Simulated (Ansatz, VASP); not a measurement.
## SnSe in VASP and in Ansatz

File INCAR:

```
PREC     = Accurate       # precision mode
ENCUT    = 520            # plane-wave cutoff, eV
EDIFF    = 1E-7           # SCF threshold, eV
ISMEAR   = 0              # smearing method
SIGMA    = 0.05           # smearing width, eV
LREAL    = F              # projectors in reciprocal space
LASPH    = T              # aspherical terms in the spheres
NELM     = 80             # most SCF steps
ALGO     = Normal         # electronic algorithm
ISIF     = 2              # what is computed and relaxed
LWAVE    = F              # write WAVECAR
LCHARG   = F              # write CHGCAR
NBANDS   = 50             # bands
```

The input KPOINTS:

```
regular mesh
0
Gamma
  6 6 6
```

POSCAR

```
SnSe
1.0
    5.8932955401      0.0000000000      0.0000000000
    0.0000000000     -5.8932955401      0.0000000000
    0.0000000000      0.0000000000     -5.8932955401
Sn Se
4 4
Direct
    0.0000000000      0.0000000000      0.0000000000
    0.5000000000      0.5000000000      0.0000000000
    0.5000000000      0.0000000000      0.5000000000
    0.0000000000      0.5000000000      0.5000000000
    0.5000000000      0.0000000000     -0.0067873738
    0.0000000000      0.5000000000      0.0000000000
    0.0000000000      0.0000000000      0.5000000000
    0.5000000000      0.5000000000      0.5000000000
```

Input for Ansatz:

```yaml
crystal:
  lattice:
    - [5.8932955401, 0.0, 0.0]
    - [0.0, -5.8932955401, 0.0]
    - [0.0, 0.0, -5.8932955401]
  atoms:
    - { symbol: Sn, position: [0.0, 0.0, 0.0] }
    - { symbol: Sn, position: [0.5, 0.5, 0.0] }
    - { symbol: Sn, position: [0.5, 0.0, 0.5] }
    - { symbol: Sn, position: [0.0, 0.5, 0.5] }
    - { symbol: Se, position: [0.5, 0.0, -0.0067873738] }
    - { symbol: Se, position: [0.0, 0.5, 0.0] }
    - { symbol: Se, position: [0.0, 0.0, 0.5] }
    - { symbol: Se, position: [0.5, 0.5, 0.5] }
basis:
  ecutwfc: 420
kpoints:
  mp_grid: { grid: [6, 6, 6] }
hamiltonian:
  xc: lda
scf:
  occupations: { method: gaussian, width: 0.05 }
output:
  forces: true
  stress: true
  eigenvalues: true
```

Alike in both runs: task single point; functional LDA; k mesh 6 × 6 × 6; occupations gaussian, width 0.05 eV; no spin polarisation.

|  | VASP | Ansatz |
| --- | --- | --- |
| version | VASP 6.6.1 | Ansatz 0.2.0 |
| potentials or method | VASP PAW LDA potentials, release 64 (Sn_d, Se), cutoff 520 eV | scalar-relativistic, plane waves, PAW |
| valence electrons in the cell | 80 | 120 |

|  | VASP | Ansatz | Ansatz less VASP |
| --- | --- | --- | --- |
| gap on the k mesh at the Fermi level (eV) | 0.27 | 0.27 | +0.008 |
| least direct gap on the mesh (eV) | 0.27 | 0.27 | +0.008 |
| pressure (GPa) | 0.2 | 0.1 | -0.09 |
| rms of the force components (eV/Å) | 0.013 | 0.012 | -0.0006 |

LDA's correlation is that of Perdew and Zunger in VASP and of Perdew and Wang (1992) in Ansatz. Atom by atom the forces differ by 0.001 eV/Å (rms over components). VASP's potentials hold 80 valence electrons a cell and Ansatz's 120, so a difference there can come from the potentials and not from the codes.
